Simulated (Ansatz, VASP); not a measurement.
## One calculation of Ni, two programs

```
CELL_PARAMETERS angstrom
1.71250 1.71250 0.00000
-1.71250 1.71250 0.00000
0.00000 0.00000 3.42499
ATOMIC_POSITIONS crystal
Ni 0.00000 0.00000 0.00000
Ni 0.50000 0.50000 0.50000
```

Alike in both runs: task single point; functional LDA; k mesh 17 × 17 × 12; occupations fermi-dirac, width 0.1 eV; collinear spin.

|  | VASP | Ansatz |
| --- | --- | --- |
| version | VASP 6.6.1 | Ansatz 0.2.0 |
| potentials or method | VASP PAW LDA potentials, release 64 (Ni), cutoff 520 eV | all-electron LAPW, scalar-relativistic |

|  | VASP | Ansatz | Ansatz less VASP |
| --- | --- | --- | --- |
| pressure (GPa) | -0.2 | -0.1 | +0.12 |
| net moment per atom (μB) | 0.54 | 0.57 | +0.028 |
| size of the moment on the site where the two differ most (μB) | 0.54 | 0.59 | +0.044 |

LDA's correlation is that of Perdew and Zunger in VASP and of Perdew and Wang (1992) in Ansatz. Site moments also hang on the region over which each program counts them. Ansatz ran all-electron here, and VASP with PAW potentials.
